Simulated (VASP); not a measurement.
# Sb (Fm-3m) in VASP: settings compared

Aim: see how the results for Sb move with the level of theory and the settings. Levels: revPBE, BLYP, r2SCAN, RPBE. Tasks: single point, relaxation of cell and atoms.

All numbers are computed with VASP 6.6.1; they aren't measurements. Logs are shortened: lines on timing, memory, paths and dates and some standing lists are left out, and cuts for length are marked.

## 1. The cell of the first run

Symmetry: Fm-3m, No. 225, cubic system. The conventional cell has a = 4.818 Å, b = 4.818 Å, c = 4.818 Å, α = 90.00°, β = 90.00°, γ = 90.00°. Sb (site symmetry m-3m) has 12 Sb at 3.41 Å within 4.5 Å.

## 2. Single point, revPBE

File INCAR:

```
  ALGO = Normal
  EDIFF = 1E-6
  ENCUT = 520
  GGA = RE
  ISIF = 2
  ISMEAR = -1
  LASPH = T
  LCHARG = F
  LREAL = F
  LWAVE = F
  NBANDS = 8
  NELM = 60
  PREC = Accurate
  SIGMA = 0.05
```

File KPOINTS:

```
k-points
0
Gamma
  10 10 10
```

File POSCAR:

```
Sb
1.0
    0.0000000000      2.4089241919      2.4089241919
    2.4089241919      0.0000000000      2.4089241919
    2.4089241919      2.4089241919      0.0000000000
Sb
1
Direct
    0.0000000000      0.0000000000      0.0000000000
```

Potentials or basis: VASP PAW PBE potentials, release 64 (Sb).

Launch:

```sh
> cat potpaw_PBE.64/Sb/POTCAR > POTCAR
> mpirun -np 1 vasp_std > vasp.out
```

OUTCAR:

```text
EDIFF = 1E-6
   ENCUT = 520
   GGA = RE
   ISIF = 2
   ISMEAR = -1
   LASPH = T
   LREAL = F
   NELM = 60
   PREC = Accurate

 ion  position               nearest neighbor table
   1  0.000  0.000  0.000-

  LATTYP: Found a face centered cubic cell.
 ALAT       =     4.8178483838

  Lattice vectors:

 A1 = (   0.0000000000,   2.4089241919,   2.4089241919)
 A2 = (   2.4089241919,   0.0000000000,   2.4089241919)
 A3 = (   2.4089241919,   2.4089241919,   0.0000000000)

Analysis of symmetry for initial positions (statically):
=====================================================================
 Subroutine PRICEL returns:
 Original cell was already a primitive cell.

 Routine SETGRP: Setting up the symmetry group for a
 face centered cubic supercell.

 Subroutine GETGRP returns: Found 48 space group operations
[... 9 lines left out ...]

 Routine SETGRP: Setting up the symmetry group for a
 face centered cubic supercell.

 Subroutine GETGRP returns: Found 48 space group operations
[... 11 lines left out ...]
                                     Primitive cell

  volume of cell :      27.9576

  direct lattice vectors                    reciprocal lattice vectors
     0.000000000  2.408924192  2.408924192    -0.207561534  0.207561534  0.207561534
     2.408924192  0.000000000  2.408924192     0.207561534 -0.207561534  0.207561534
     2.408924192  2.408924192  0.000000000     0.207561534  0.207561534 -0.207561534

  length of vectors
     3.406733263  3.406733263  3.406733263     0.359507122  0.359507122  0.359507122

  position of ions in fractional coordinates (direct lattice)
     0.000000000  0.000000000  0.000000000

  ion indices of the primitive-cell ions
   primitive index   ion index
                 1           1

----------------------------------------------------------------------------------------

 KPOINTS: k-points

Automatic generation of k-mesh.
 Grid dimensions read from file:
 generate k-points for:   10   10   10

 Generating k-lattice:

  Cartesian coordinates                     Fractional coordinates (reciprocal lattice)
    -0.020756153  0.020756153  0.020756153     0.100000000  0.000000000  0.000000000
     0.020756153 -0.020756153  0.020756153     0.000000000  0.100000000  0.000000000
     0.020756153  0.020756153 -0.020756153     0.000000000  0.000000000  0.100000000

  Length of vectors
     0.035950712  0.035950712  0.035950712

  Shift w.r.t. Gamma in fractional coordinates (k-lattice)
[... 45 lines left out ...]
   ICHARG =      2    charge: 1-file 2-atom 10-const
   ISPIN  =      1    spin polarized calculation?
   LNONCOLLINEAR =      F non collinear calculations
   LSORBIT =      F    spin-orbit coupling
   LASPH  =      T    aspherical Exc in radial PAW
   ENCUT  =  520.0 eV  38.22 Ry    6.18 a.u.   6.33  6.33  6.33*2*pi/ulx,y,z
   NELM   =     60;   NELMIN=  2; NELMDL= -5     # of ELM steps
   EDIFF  = 0.1E-05   stopping-criterion for ELM
   LREAL  =      F    real-space projection
   EDIFFG = 0.1E-04   stopping-criterion for IOM
   NSW    =      0    number of steps for IOM
   IBRION =     -1    ionic relax: 0-MD 1-quasi-New 2-CG
   NFREE  =      0    steps in history (QN), initial steepest desc. (CG)
   ISIF   =      2    stress and relaxation
   ISYM   =      2    0-nonsym 1-usesym 2-fastsym
   POTIM  = 0.5000    time-step for ionic-motion
   TEBEG  =    0.0;   TEEND  =   0.0 temperature during run
   PSTRESS=    0.0 pullay stress
   NELECT =       5.0000    total number of electrons
   NUPDOWN=      -1.0000    fix difference up-down
   EMIN   =  10.00;   EMAX   =-10.00  energy-range for DOS
   EFERMI =   0.00;   METHOD = LEGACY
   ISMEAR =    -1;   SIGMA  =   0.05  broadening in eV -4-tet -1-fermi 0-gaus
   EFERMI_NEDOS =   21; number of points for ismear=-14 and -15
   IALGO  =     38    algorithm
   IMIX   =      4    mixing-type and parameters
     AMIX     =   0.40;   BMIX     =  1.00
     AMIX_MAG =   1.60;   BMIX_MAG =  1.00
  volume/ion in A,a.u.               =      27.96       188.67
  Fermi-wavevector in a.u.,A,eV,Ry     =   0.922356  1.742999 11.575017  0.850740
  Thomas-Fermi vector in A             =   2.047873
   LORBIT       =      0    0 simple, 1 ext, 2 COOP (PROOUT), +10 PAW based schemes
   GGA     = RE    functional components
   LHFCALC =     F    Hartree Fock is set to
   AEXX    =    0.0000 exact exchange contribution
   IVDW    =     0    specifies the selected vdW correction
   LEPSILON=     F    determine dielectric tensor
   LRPA    =     F    only Hartree local field effects (RPA)
 non-spin polarized calculation
  energy-cutoff  :      520.00
  volume of cell :       27.96
 maximum number of plane-waves:       764
 NGX is ok and might be reduce to    28
   NGX = 13   NGY = 13   NGZ = 13

 number of electron       5.0000000 magnetization

 Free energy of the ion-electron system (eV)
  ---------------------------------------------------
  ext. energy  EPLUGINS =         0.00000000
  ---------------------------------------------------
  free energy    TOTEN  =        -3.49705736 eV

  energy without entropy =       -3.49107194  energy(sigma->0) =       -3.49406465

 E-fermi :   8.1074     XC(G=0): -10.0416

 val. band max:        8.0736668847   @ k =  -0.4000   0.4000   0.1000
 cond. band min:       8.1574731245   @ k =  -0.2000   0.2000   0.0000
 fundamental gap:      0.0838062398
 Fermi energy:         8.1074268301

 k-point     1 :       0.0000    0.0000    0.0000
  band No.  band energies     occupation
      1      -4.5146      2.00000
      2      13.1850      0.00000
      3      13.1850      0.00000
      4      13.1850      0.00000
      5      17.9208      0.00000
      6      17.9208      0.00000
      7      17.9208      0.00000
      8      18.3199      0.00000
[... 243 lines left out ...]
 k-point    24 :       0.4000    0.3000    0.0000
  band No.  band energies     occupation
      1      -1.3860      2.00000
      2       6.0220      2.00000
      3       8.3730      0.00982
      4       9.2221      0.00000
      5      13.2370      0.00000
      6      14.4094      0.00000
      7      22.6476      0.00000
      8      23.2687      0.00000

 [... further k-points ...]
[... 5 lines left out ...]
  --------------------------------------------------------------------------------------
  -------------------------------------------------------------------------------------
  Total       -0.0404541     -0.0404541     -0.0404541     -0.0000000     -0.0000000      0.0000000
  in kB       -2.3183229     -2.3183229     -2.3183229     -0.0000000     -0.0000000      0.0000000
  external PRESSURE =      -2.3183229 kB  Pullay stress =       0.0000000 kB

 VOLUME and BASIS-vectors are now :
 -----------------------------------------------------------------------------
  energy-cutoff  :      520.00
  volume of cell :       27.96
      direct lattice vectors                 reciprocal lattice vectors
     0.000000000  2.408924192  2.408924192    -0.207561534  0.207561534  0.207561534
     2.408924192  0.000000000  2.408924192     0.207561534 -0.207561534  0.207561534
     2.408924192  2.408924192  0.000000000     0.207561534  0.207561534 -0.207561534

 POSITION                                       TOTAL-FORCE (eV/Angst)
 -----------------------------------------------------------------------------------
      0.00000      0.00000      0.00000        -0.000000     -0.000000     -0.000000
 -----------------------------------------------------------------------------------
    total drift:                                0.000000      0.000000      0.000000

  FREE ENERGIE OF THE ION-ELECTRON SYSTEM (eV)
  ---------------------------------------------------
  free  energy   TOTEN  =        -3.4970573574 eV

  energy  without entropy=       -3.4910719445  energy(sigma->0) =       -3.49406465
```

Run time: 6.7 s. Hardware: 1 thread of Intel Xeon Platinum 8488C (Sapphire Rapids), shared host; peak memory 0.15 GiB.

What came out:

```
Free energy : -3.4971 eV
Pressure    : -0.2 GPa
```

Caveat: the PAW data sets were made with another functional, which shifts forces and pressure a little; spin-orbit coupling is left out, which moves the levels of the heavy elements.

## 3. Single point, BLYP

This run uses another cell than the first one, of 30.28 Å³/atom, 1.083 times its volume.

File INCAR:

```
AGGAC = 1.0
AGGAX = 1.0
ALDAC = 0.0
ALDAX = 1.0
ALGO = Normal
EDIFF = 1E-7
ENCUT = 520
GGA = B5
ISIF = 2
ISMEAR = -1
LASPH = T
LCHARG = F
LREAL = F
LWAVE = F
NBANDS = 8
NELM = 60
PREC = Accurate
SIGMA = 0.05
```

KPOINTS is that of step 2.

File POSCAR:

```
Sb
1.0
    0.0000000000      2.4739086359      2.4739086359
    2.4739086359      0.0000000000      2.4739086359
    2.4739086359      2.4739086359      0.0000000000
Sb
1
Direct
    0.0000000000      0.0000000000      0.0000000000
```

Potentials or basis: VASP PAW PBE potentials, release 64 (Sb).

Launch:

```sh
> cat potpaw_PBE.64/Sb/POTCAR > POTCAR
> mpirun -np 1 vasp_std > vasp.out
```

It took 11 s on 1 thread of Intel Xeon Platinum 8488C (Sapphire Rapids), shared host; peak memory 0.15 GiB.

The run converged. Its results:

- Free energy: -2.9323 eV
- Pressure: 0.1 GPa

Levels at points of the mesh, in eV from the Fermi level:
```csv
k point,band 1,band 2,band 3,band 4,band 5,band 6,band 7
"(0.00, 0.00, 0.00)",-12.12,4.29,4.29,4.29,9.67,9.67,9.67
"(0.50, 0.00, 0.00)",-9.07,-5.04,2.91,2.91,7.66,8.94,8.94
"(0.50, 0.50, 0.00)",-7.80,-4.30,0.25,0.25,4.38,4.89,16.79
```

Caveat: the PAW data sets were made with another functional, which shifts forces and pressure a little; spin-orbit coupling is left out, which moves the levels of the heavy elements.

## 4. Single point, r2SCAN

This run uses another cell than the first one, of 26.67 Å³/atom, 0.954 times its volume.

File POSCAR:

```
Sb
1.0
    0.0000000000      2.3712425216      2.3712425216
    2.3712425216      0.0000000000      2.3712425216
    2.3712425216      2.3712425216      0.0000000000
Sb
1
Direct
    0.0000000000      0.0000000000      0.0000000000
```

File INCAR.step1:

```
PREC     = Accurate       # precision mode
ENCUT    = 520            # plane-wave cutoff, eV
ISMEAR   = -1             # smearing method
SIGMA    = 0.05           # smearing width, eV
LREAL    = F              # projectors in reciprocal space
LASPH    = T              # aspherical terms in the spheres
NELM     = 60             # most SCF steps
NBANDS   = 8              # bands
GGA      = PE             # functional
ALGO     = Normal         # electronic algorithm
EDIFF    = 1E-4           # SCF threshold, eV
LWAVE    = T              # write WAVECAR
LCHARG   = F              # write CHGCAR
```

File INCAR.step2:

```
PREC     = Accurate       # precision mode
ENCUT    = 520            # plane-wave cutoff, eV
EDIFF    = 1E-6           # SCF threshold, eV
ISMEAR   = -1             # smearing method
SIGMA    = 0.05           # smearing width, eV
LREAL    = F              # projectors in reciprocal space
LASPH    = T              # aspherical terms in the spheres
NELM     = 60             # most SCF steps
ALGO     = Normal         # electronic algorithm
ISIF     = 2              # what is computed and relaxed
LWAVE    = F              # write WAVECAR
LCHARG   = F              # write CHGCAR
METAGGA  = R2SCAN         # meta-GGA
LMIXTAU  = T            
NBANDS   = 8              # bands
ISTART   = 1
```

File KPOINTS:

```
Automatic mesh
0
Gamma
  10 10 10
```

Potentials or basis: VASP PAW PBE potentials, release 64 (Sb).

Launch:

```sh
> cat potpaw_PBE.64/Sb/POTCAR > POTCAR
> cp INCAR.step1 INCAR
> mpirun -np 1 vasp_std > vasp.out
> cp INCAR.step2 INCAR
> mpirun -np 1 vasp_std > vasp.out
```

OUTCAR:

```text
PREC = Accurate
   ENCUT = 520
   EDIFF = 1E-6
   ISMEAR = -1
   LREAL = F
   LASPH = T
   NELM = 60
   ISIF = 2
   METAGGA = R2SCAN
   ISTART = 1

 ion  position               nearest neighbor table
   1  0.000  0.000  0.000-

  LATTYP: Found a face centered cubic cell.
 ALAT       =     4.7424850432

  Lattice vectors:

 A1 = (   0.0000000000,   2.3712425216,   2.3712425216)
 A2 = (   2.3712425216,   0.0000000000,   2.3712425216)
[... 434 lines left out ...]
 k-point    24 :       0.4000    0.3000    0.0000
  band No.  band energies     occupation
      1      -1.5530      2.00000
      2       6.4400      2.00000
      3       8.8282      0.01301
      4       9.7754      0.00000
      5      14.1712      0.00000
      6      15.4321      0.00000
      7      24.2179      0.00000
      8      25.0466      0.00000

 [... further k-points ...]
[... 5 lines left out ...]
  --------------------------------------------------------------------------------------
  -------------------------------------------------------------------------------------
  Total        0.1604649      0.1604649      0.1604649     -0.0000000      0.0000000      0.0000000
  in kB        9.6412361      9.6412361      9.6412361     -0.0000000      0.0000000      0.0000000
  external PRESSURE =       9.6412361 kB  Pullay stress =       0.0000000 kB

 VOLUME and BASIS-vectors are now :
 -----------------------------------------------------------------------------
  energy-cutoff  :      520.00
  volume of cell :       26.67
      direct lattice vectors                 reciprocal lattice vectors
     0.000000000  2.371242522  2.371242522    -0.210859916  0.210859916  0.210859916
     2.371242522  0.000000000  2.371242522     0.210859916 -0.210859916  0.210859916
     2.371242522  2.371242522  0.000000000     0.210859916  0.210859916 -0.210859916

 POSITION                                       TOTAL-FORCE (eV/Angst)
 -----------------------------------------------------------------------------------
      0.00000      0.00000      0.00000         0.000000     -0.000000      0.000000
 -----------------------------------------------------------------------------------
    total drift:                                0.000000      0.000000      0.000000

  FREE ENERGIE OF THE ION-ELECTRON SYSTEM (eV)
  ---------------------------------------------------
  free  energy   TOTEN  =       -25.2293847600 eV

  energy  without entropy=      -25.2224402064  energy(sigma->0) =      -25.22591248
```

Run time: 31 s. Hardware: 1 thread of Intel Xeon Platinum 8488C (Sapphire Rapids), shared host; peak memory 0.16 GiB.

What came out:

- Free energy: -25.2294 eV
- Pressure: 1.0 GPa

Caveat: the PAW data sets were made with another functional, which shifts forces and pressure a little; spin-orbit coupling is left out, which moves the levels of the heavy elements.

## 5. Relaxation of cell and atoms, RPBE

This run uses another cell than the first one, of 26.67 Å³/atom, 0.954 times its volume.

File INCAR:

```
SYSTEM = Sb
ALGO = Normal ; EDIFF = 1E-7
EDIFFG = -0.01 ; ENCUT = 600
GGA = RP ; IBRION = 2
ISIF = 3 ; ISMEAR = -1
LASPH = .TRUE. ; LCHARG = .FALSE.
LREAL = .FALSE. ; LWAVE = .FALSE.
NELM = 100 ; NSW = 60
PREC = Accurate ; SIGMA = 0.05
```

File KPOINTS:

```
k-points
0
G
  10 10 10
  0 0 0
```

POSCAR is that of step 4.

Launch:

```sh
> cat potpaw_PBE.64/Sb/POTCAR > POTCAR
> mpirun -np 1 vasp_std > vasp.out
```

Wall time 14 s (1 thread of Intel Xeon Platinum 8488C (Sapphire Rapids), shared host); peak memory 0.16 GiB.

Results (log left out):

```
Free energy                            : -3.4406 eV
Relaxed volume                         : 28.01 Å³/atom
Relaxed cell                           : a = 3.409 Å, b = 3.409 Å, c = 3.409 Å, α = 60.00°, β = 60.00°, γ = 60.00°
Space group after relaxing (to 0.05 Å) : Fm-3m (No. 225)
Energy gained by relaxing              : 12.0 meV/atom
Ionic steps                            : 3
Pressure after relaxing                : 0.0 GPa
```

The path:
```
step  energy change (eV)  largest force (eV/Å)  pressure (GPa)  volume (Å³)
   1              0.0000                0.0000            2.97        26.67
   2             -0.0098                0.0000           -1.15        28.62
   3             -0.0120                0.0000            0.00        28.01
```

Final structure:
```
Sb
1.0
     0.00000    2.41041    2.41041
     2.41041    0.00000    2.41041
     2.41041    2.41041    0.00000
Sb
1
Direct
  0.00000 0.00000 0.00000
```

Levels at points of the mesh, in eV from the Fermi level:
```
           k point  band 1  band 2  band 3  band 4  band 5  band 6
(0.00, 0.00, 0.00)  -12.61    5.07    5.07    5.07    9.80    9.80
(0.50, 0.00, 0.00)   -9.06   -5.57    3.47    3.47    7.91    8.97
(0.50, 0.50, 0.00)   -7.54   -4.71    0.38    0.38    4.10    4.59
```

Caveat: the PAW data sets were made with another functional, which shifts forces and pressure a little; spin-orbit coupling is left out, which moves the levels of the heavy elements.

## 6. Summary

```tsv
task	level	cell	cutoff (eV)	gap on the mesh (eV)	pressure (GPa)
single point	revPBE	a = 3.407 Å, angles 60.0°, 1 atom	520	none	-0.2
single point	BLYP	a = 3.499 Å, angles 60.0°, 1 atom	520	none	0.1
single point	r2SCAN	a = 3.353 Å, angles 60.0°, 1 atom	520	none	1.0
relaxation of cell and atoms	RPBE	relaxed from a = 3.353 Å, angles 60.0°, 1 atom	600	none	0.0
```

Alike in all rows: potentials or basis VASP PAW PBE potentials, release 64 (Sb); no spin polarisation; k mesh 10 × 10 × 10; smearing fermi-dirac 0.05 eV.

Caveats: the PAW data sets were made with another functional, which shifts forces and pressure a little; spin-orbit coupling is left out, which moves the levels of the heavy elements.

Absolute energies hang on the potentials; compare differences alone.
